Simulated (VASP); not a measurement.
# SnSe2 (P-3m1) in VASP: notebook, part 2 of 2

VASP 6.6.1.

### 4 Single point, PBE

This run uses another cell than the first one, of 26.37 Å³/atom, 1.051 times its volume.

INCAR

```
SYSTEM = SnSe2
PREC     = Accurate       ! precision mode
ENCUT    = 520            ! plane-wave cutoff, eV
EDIFF    = 1E-7           ! SCF threshold, eV
ISMEAR   = 0              ! smearing method
SIGMA    = 0.01           ! smearing width, eV
LREAL    = .FALSE.        ! projectors in reciprocal space
LASPH    = .TRUE.         ! aspherical terms in the spheres
NELM     = 60             ! most SCF steps
ALGO     = Normal         ! electronic algorithm
ISIF     = 2              ! what is computed and relaxed
LWAVE    = .FALSE.        ! write WAVECAR
LCHARG   = .FALSE.        ! write CHGCAR
GGA      = PE             ! functional
NBANDS   = 20             ! bands
```

KPOINTS

```
regular mesh
0
G
  6 6 3
  0 0 0
```

POSCAR

```
SnSe2
1.0
    3.8424972961      0.0000000000      0.0000000000
   -1.9212486481      3.3277004601      0.0000000000
    0.0000000000      0.0000000000      6.1867130436
Sn Se
1 2
Direct
    0.0000000000      0.0000000000      0.0000000000
    0.3333333333      0.6666666667      0.2490000000
    0.6666666667      0.3333333333      0.7510000000
```

Potentials or basis: VASP PAW PBE potentials, release 64 (Sn_d, Se).

Command:

```
> cat potpaw_PBE.64/Sn_d/POTCAR potpaw_PBE.64/Se/POTCAR > POTCAR
> mpirun -np 1 vasp_std > vasp.out
```

OUTCAR:

```text
SYSTEM = SnSe2
   PREC = Accurate
   ENCUT = 520
   EDIFF = 1E-7
   ISMEAR = 0
   LREAL = .FALSE.
   LASPH = .TRUE.
   NELM = 60
   ISIF = 2
   GGA = PE

 ion  position               nearest neighbor table
   1  0.000  0.000  0.000-   2 2.70   3 2.70   3 2.70   2 2.70   3 2.70   2 2.70
   2  0.333  0.667  0.249-   1 2.70   1 2.70   1 2.70
   3  0.667  0.333  0.751-   1 2.70   1 2.70   1 2.70

  LATTYP: Found a hexagonal cell.
 ALAT       =     3.8424972961
 C/A-ratio  =     1.6100760955

  Lattice vectors:
[... 573 lines left out ...]

  FORCE on cell =-STRESS in cart. coord.  units (eV):
  Direction    XX          YY          ZZ          XY          YZ          ZX
  --------------------------------------------------------------------------------------
  -------------------------------------------------------------------------------------
  Total        1.5938650      1.5938651      2.3471736     -0.0000000      0.0000000     -0.0000000
  in kB       32.2808036     32.2808073     47.5376844     -0.0000000      0.0000000     -0.0000000
  external PRESSURE =      37.3664317 kB  Pullay stress =       0.0000000 kB

 VOLUME and BASIS-vectors are now :
 -----------------------------------------------------------------------------
  energy-cutoff  :      520.00
  volume of cell :       79.11
      direct lattice vectors                 reciprocal lattice vectors
     3.842497296  0.000000000  0.000000000     0.260247418  0.150253908  0.000000000
    -1.921248648  3.327700460  0.000000000     0.000000000  0.300507817  0.000000000
     0.000000000  0.000000000  6.186713044     0.000000000  0.000000000  0.161636719

 POSITION                                       TOTAL-FORCE (eV/Angst)
 -----------------------------------------------------------------------------------
      0.00000      0.00000      0.00000         0.000000     -0.000000      0.000000
     -0.00000      2.21847      1.54049        -0.000000      0.000000      0.533322
      1.92125      1.10923      4.64622         0.000000      0.000000     -0.533322
 -----------------------------------------------------------------------------------
    total drift:                               -0.000000     -0.000000      0.000000

  FREE ENERGIE OF THE ION-ELECTRON SYSTEM (eV)
  ---------------------------------------------------
  free  energy   TOTEN  =       -11.7877170996 eV

  energy  without entropy=      -11.7877170996  energy(sigma->0) =      -11.78771710
```

It took 65 s on 1 thread of AMD EPYC 7R13, shared host; peak memory 0.17 GiB.

Results:

* Free energy: -11.7877 eV
* Pressure: 3.7 GPa
* Largest force: 0.533 eV/Å
* Band gap on the k mesh: 0.74 eV, indirect (least direct gap 0.99 eV)

Forces on the atoms (eV/Å):
```
Sn   0.000  0.000  0.000
Se   0.000  0.000  0.533
Se   0.000  0.000 -0.533
```

Stress tensor (GPa, compression positive):
```
3.23 0.00 0.00
0.00 3.23 0.00
0.00 0.00 4.75
```

Levels at points of the mesh, in eV from the valence-band top:
| k point | band 9 | band 10 | band 11 | band 12 | band 13 | band 14 | band 15 | band 16 | band 17 | band 18 |
| --- | --- | --- | --- | --- | --- | --- | --- | --- | --- | --- |
| (0.00, 0.00, 0.00) | -0.66 | -0.66 | -0.37 | -0.37 | 0.00 | 0.99 | 2.94 | 4.60 | 4.60 | 8.11 |
| (0.50, 0.00, 0.00) | -4.34 | -2.80 | -2.58 | -1.13 | -0.29 | 1.13 | 3.78 | 5.44 | 5.48 | 7.14 |

Caveat: spin-orbit coupling is left out, which moves the levels of the heavy elements; this functional lacks dispersion, which binds the layers, so the pressure and a relaxed spacing across them are unreliable. A k mesh can miss the band edges.

### 5 Single point, PBE

This run uses another cell than the first one, of 27.01 Å³/atom, 1.077 times its volume.

INCAR

```
PREC = Accurate
ENCUT = 520
EDIFF = 1E-6
ISMEAR = 0
SIGMA = 0.01
LREAL = F
LASPH = T
NELM = 60
ALGO = Normal
ISIF = 2
LWAVE = F
LCHARG = F
GGA = PE
NBANDS = 20
```

KPOINTS

```
regular mesh
0
Gamma
  6 6 3
```

POSCAR

```
SnSe2
1.0
    3.8734865158      0.0000000000      0.0000000000
   -1.9367432579      3.3545379131      0.0000000000
    0.0000000000      0.0000000000      6.2366080454
Sn Se
1 2
Direct
    0.0000000000      0.0000000000      0.0000000000
    0.3333333333      0.6666666667      0.2490000000
    0.6666666667      0.3333333333      0.7510000000
```

Command:

```
> cat potpaw_PBE.64/Sn_d/POTCAR potpaw_PBE.64/Se/POTCAR > POTCAR
> mpirun -np 1 vasp_std > vasp.out
```

It took 45 s on 1 thread of AMD EPYC 7R13, shared host; peak memory 0.17 GiB.

Results (log left out):

- Free energy: -11.8225 eV
- Pressure: 2.0 GPa
- Largest force: 0.315 eV/Å
- Band gap on the k mesh: 0.72 eV, indirect (least direct gap 0.89 eV)

Forces on the atoms (eV/Å):
```
Sn   0.000  0.000  0.000
Se   0.000  0.000  0.315
Se   0.000  0.000 -0.315
```

Stress tensor (GPa, compression positive):
```
1.52 0.00 0.00
0.00 1.52 0.00
0.00 0.00 3.09
```

Levels at points of the mesh, in eV from the valence-band top:
| k point | band 9 | band 10 | band 11 | band 12 | band 13 | band 14 | band 15 | band 16 | band 17 | band 18 |
| --- | --- | --- | --- | --- | --- | --- | --- | --- | --- | --- |
| (0.00, 0.00, 0.00) | -0.63 | -0.63 | -0.35 | -0.35 | 0.00 | 0.89 | 2.93 | 4.56 | 4.56 | 8.09 |
| (0.50, 0.00, 0.00) | -4.20 | -2.70 | -2.49 | -1.08 | -0.27 | 1.11 | 3.76 | 5.38 | 5.51 | 7.02 |

Caveat: spin-orbit coupling is left out, which moves the levels of the heavy elements; this functional lacks dispersion, which binds the layers, so the pressure and a relaxed spacing across them are unreliable. A k mesh can miss the band edges.

### 6 Single point, PBE

This run uses another cell than the first one, of 27.66 Å³/atom, 1.103 times its volume.

INCAR

```
SYSTEM = SnSe2
  PREC = Accurate
  ENCUT = 520
  EDIFF = 1E-6
  ISMEAR = 0
  SIGMA = 0.01
  LREAL = .FALSE.
  LASPH = .TRUE.
  NELM = 100
  ALGO = Normal
  ISIF = 2
  LWAVE = .FALSE.
  LCHARG = .FALSE.
  GGA = PE
  NBANDS = 20
```

KPOINTS

```
regular mesh
0
G
  6 6 3
  0 0 0
```

POSCAR

```
SnSe2
1.0
    3.9039876655      0.0000000000      0.0000000000
   -1.9519938327      3.3809526851      0.0000000000
    0.0000000000      0.0000000000      6.2857172173
Sn Se
1 2
Direct
    0.0000000000      0.0000000000      0.0000000000
    0.3333333333      0.6666666667      0.2490000000
    0.6666666667      0.3333333333      0.7510000000
```

Potentials or basis: VASP PAW PBE potentials, release 64 (Sn_d, Se).

Command:

```
> cat potpaw_PBE.64/Sn_d/POTCAR potpaw_PBE.64/Se/POTCAR > POTCAR
> mpirun -np 1 vasp_std > vasp.out
```

OUTCAR:

```text
SYSTEM = SnSe2
   PREC = Accurate
   ENCUT = 520
   EDIFF = 1E-6
   ISMEAR = 0
   LREAL = .FALSE.
   LASPH = .TRUE.
   NELM = 100
   ISIF = 2
   GGA = PE

 ion  position               nearest neighbor table
   1  0.000  0.000  0.000-   2 2.74   3 2.74   3 2.74   2 2.74   3 2.74   2 2.74
   2  0.333  0.667  0.249-   1 2.74   1 2.74   1 2.74
   3  0.667  0.333  0.751-   1 2.74   1 2.74   1 2.74

  LATTYP: Found a hexagonal cell.
 ALAT       =     3.9039876655
 C/A-ratio  =     1.6100760955

  Lattice vectors:

 A1 = (   3.9039876655,   0.0000000000,   0.0000000000)
 A2 = (  -1.9519938327,   3.3809526851,   0.0000000000)
 A3 = (   0.0000000000,   0.0000000000,   6.2857172173)

Analysis of symmetry for initial positions (statically):
=====================================================================
 Subroutine PRICEL returns:
 Original cell was already a primitive cell.

 Routine SETGRP: Setting up the symmetry group for a
 hexagonal supercell.

 Subroutine GETGRP returns: Found 12 space group operations
 (whereof 12 operations were pure point group operations)
 out of a pool of 24 trial point group operations.

The static configuration has the point symmetry D_3d.

[... 153 lines left out ...]
  energy without entropy =      -11.83827853  energy(sigma->0) =      -11.83827853

 E-fermi :   3.4986     XC(G=0):  -9.1275

 val. band max:        3.4006420382   @ k =   0.0000   0.0000   0.0000
 cond. band min:       4.0989320900   @ k =   0.5000   0.0000   0.3333
 fundamental gap:      0.6982900518
 Fermi energy:         3.4985545088

 k-point     1 :       0.0000    0.0000    0.0000
  band No.  band energies     occupation
      1     -17.7643      2.00000
      2     -17.7643      2.00000
      3     -17.7391      2.00000
      4     -17.7273      2.00000
      5     -17.7273      2.00000
      6     -10.0598      2.00000
[... 380 lines left out ...]
     19      12.2504      0.00000
     20      12.2504      0.00000

------------------------ aborting loop because EDIFF is reached ----------------------------------------

  FORCE on cell =-STRESS in cart. coord.  units (eV):
  Direction    XX          YY          ZZ          XY          YZ          ZX
  --------------------------------------------------------------------------------------
  -------------------------------------------------------------------------------------
  Total        0.0158968      0.0158968      0.8463151      0.0000000      0.0000000     -0.0000000
  in kB        0.3069862      0.3069862     16.3433214      0.0000000      0.0000000     -0.0000000
  external PRESSURE =       5.6524313 kB  Pullay stress =       0.0000000 kB

 VOLUME and BASIS-vectors are now :
 -----------------------------------------------------------------------------
  energy-cutoff  :      520.00
  volume of cell :       82.97
      direct lattice vectors                 reciprocal lattice vectors
     3.903987665  0.000000000  0.000000000     0.256148350  0.147887311  0.000000000
    -1.951993833  3.380952685  0.000000000     0.000000000  0.295774621  0.000000000
     0.000000000  0.000000000  6.285717217     0.000000000  0.000000000  0.159090835

 POSITION                                       TOTAL-FORCE (eV/Angst)
 -----------------------------------------------------------------------------------
      0.00000      0.00000      0.00000         0.000000      0.000000      0.000000
     -0.00000      2.25397      1.56514        -0.000000      0.000000      0.117674
      1.95199      1.12698      4.72057         0.000000     -0.000000     -0.117674
 -----------------------------------------------------------------------------------
    total drift:                               -0.000000     -0.000000      0.000000

  FREE ENERGIE OF THE ION-ELECTRON SYSTEM (eV)
  ---------------------------------------------------
  free  energy   TOTEN  =       -11.8382785281 eV

  energy  without entropy=      -11.8382785281  energy(sigma->0) =      -11.83827853
```

OSZICAR:

```text
N       E                     dE             d eps       ncg     rms          rms(c)
DAV:   1     0.205035313879E+03    0.20504E+03   -0.12036E+04   688   0.144E+03
DAV:   2     0.115134680809E+02   -0.19352E+03   -0.18713E+03   728   0.371E+02
DAV:   3    -0.113119350266E+02   -0.22825E+02   -0.22353E+02   840   0.114E+02
DAV:   4    -0.120922284932E+02   -0.78029E+00   -0.77897E+00   832   0.225E+01
DAV:   5    -0.121115384286E+02   -0.19310E-01   -0.19308E-01   924   0.364E+00    0.471E+00
DAV:   6    -0.118518798739E+02    0.25966E+00   -0.56006E-01  1016   0.738E+00    0.303E+00
DAV:   7    -0.118374197590E+02    0.14460E-01   -0.15000E-01   784   0.233E+00    0.103E+00
DAV:   8    -0.118376534315E+02   -0.23367E-03   -0.12018E-02   848   0.100E+00    0.262E-01
DAV:   9    -0.118382251932E+02   -0.57176E-03   -0.15689E-03   768   0.313E-01    0.820E-02
DAV:  10    -0.118382450561E+02   -0.19863E-04   -0.13640E-04   868   0.773E-02    0.319E-02
DAV:  11    -0.118382783498E+02   -0.33294E-04   -0.45800E-05   760   0.388E-02    0.107E-02
DAV:  12    -0.118382785281E+02   -0.17833E-06   -0.28733E-06   792   0.112E-02
   1 F= -.11838279E+02 E0= -.11838279E+02  d E =-.121013E-45
```

Wall time 52 s (1 thread of AMD EPYC 7R13, shared host); peak memory 0.17 GiB.

Results:

```yaml
Free_energy: -11.8383 eV
Pressure: 0.6 GPa
Largest_force: 0.118 eV/Å
Band_gap_on_the_k_mesh: 0.70 eV, indirect (least direct gap 0.81 eV)
```

Forces on the atoms (eV/Å):
```
Sn   0.000  0.000  0.000
Se   0.000  0.000  0.118
Se   0.000  0.000 -0.118
```

Caveat: spin-orbit coupling is left out, which moves the levels of the heavy elements; this functional lacks dispersion, which binds the layers, so the pressure and a relaxed spacing across them are unreliable. A k mesh can miss the band edges.

### 7 Single point, PBE

This run uses another cell than the first one, of 28.30 Å³/atom, 1.128 times its volume.

INCAR

```
SYSTEM = SnSe2
PREC = Accurate ; ENCUT = 520
EDIFF = 1E-7 ; ISMEAR = 0
SIGMA = 0.01 ; LREAL = .False.
LASPH = .True. ; NELM = 100
ALGO = Normal ; ISIF = 2
LWAVE = .False. ; LCHARG = .True.
GGA = PE ; LELF = .True.
LVHAR = .True. ; NBANDS = 20
```

KPOINTS

```
Automatic mesh
0
Gamma
  6 6 3
  0 0 0
```

POSCAR

```
SnSe2
1.0
    3.9340195200      0.0000000000      0.0000000000
   -1.9670097600      3.4069610355      0.0000000000
    0.0000000000      0.0000000000      6.3340707884
Sn Se
1 2
Direct
    0.0000000000      0.0000000000      0.0000000000
    0.3333333333      0.6666666667      0.2490000000
    0.6666666667      0.3333333333      0.7510000000
```

Command:

```
> cat potpaw_PBE.64/Sn_d/POTCAR potpaw_PBE.64/Se/POTCAR > POTCAR
> mpirun -np 1 vasp_std > vasp.out
```

Run time: 60 s. Hardware: 1 thread of AMD EPYC 7R13, shared host; peak memory 0.17 GiB.

The run converged. Its results:

```
Free energy            : -11.8373 eV
Pressure               : -0.7 GPa
Largest force          : 0.061 eV/Å
Band gap on the k mesh : 0.68 eV, indirect (least direct gap 0.73 eV)
```

Forces on the atoms (eV/Å):
```
Sn   0.000  0.000  0.000
Se   0.000  0.000 -0.061
Se   0.000  0.000  0.061
```

Stress tensor (GPa, compression positive):
```
-1.28  0.00  0.00
 0.00 -1.28  0.00
 0.00  0.00  0.35
```

Levels at points of the mesh, in eV from the valence-band top:
| k point | band 9 | band 10 | band 11 | band 12 | band 13 | band 14 | band 15 | band 16 | band 17 | band 18 |
| --- | --- | --- | --- | --- | --- | --- | --- | --- | --- | --- |
| (0.00, 0.00, 0.00) | -0.57 | -0.57 | -0.31 | -0.31 | 0.00 | 0.73 | 2.91 | 4.48 | 4.48 | 8.03 |
| (0.50, 0.00, 0.00) | -3.94 | -2.52 | -2.31 | -0.97 | -0.23 | 1.06 | 3.72 | 5.27 | 5.57 | 6.77 |

Caveat: spin-orbit coupling is left out, which moves the levels of the heavy elements; this functional lacks dispersion, which binds the layers, so the pressure and a relaxed spacing across them are unreliable. A k mesh can miss the band edges.

### 8 Overview

```tsv
cell	gap on the mesh (eV)	pressure (GPa)	largest force (eV/Å)
a = 3.779, b = 3.779, c = 6.084 Å, angles 90.0, 90.0, 120.0°, 3 atoms	0.79	7.9	1.04
a = 3.811, b = 3.811, c = 6.136 Å, angles 90.0, 90.0, 120.0°, 3 atoms	0.77	5.7	0.77
a = 3.842, b = 3.842, c = 6.187 Å, angles 90.0, 90.0, 120.0°, 3 atoms	0.74	3.7	0.53
a = 3.873, b = 3.873, c = 6.237 Å, angles 90.0, 90.0, 120.0°, 3 atoms	0.72	2.0	0.32
a = 3.904, b = 3.904, c = 6.286 Å, angles 90.0, 90.0, 120.0°, 3 atoms	0.70	0.6	0.12
a = 3.934, b = 3.934, c = 6.334 Å, angles 90.0, 90.0, 120.0°, 3 atoms	0.68	-0.7	0.06
```

Alike in all rows: task single point; level PBE; potentials or basis VASP PAW PBE potentials, release 64 (Sn_d, Se); no spin polarisation; k mesh 6 × 6 × 3; cutoff (eV) 520; smearing gaussian 0.01 eV.

Caveats: spin-orbit coupling is left out, which moves the levels of the heavy elements; this functional lacks dispersion, which binds the layers, so the pressure and a relaxed spacing across them are unreliable; forces of over 1 eV/Å act on the atoms, so gaps and moduli don't describe the material at rest (some runs).

Total energies depend on the potentials used, so only differences within one code and one set of settings carry meaning.
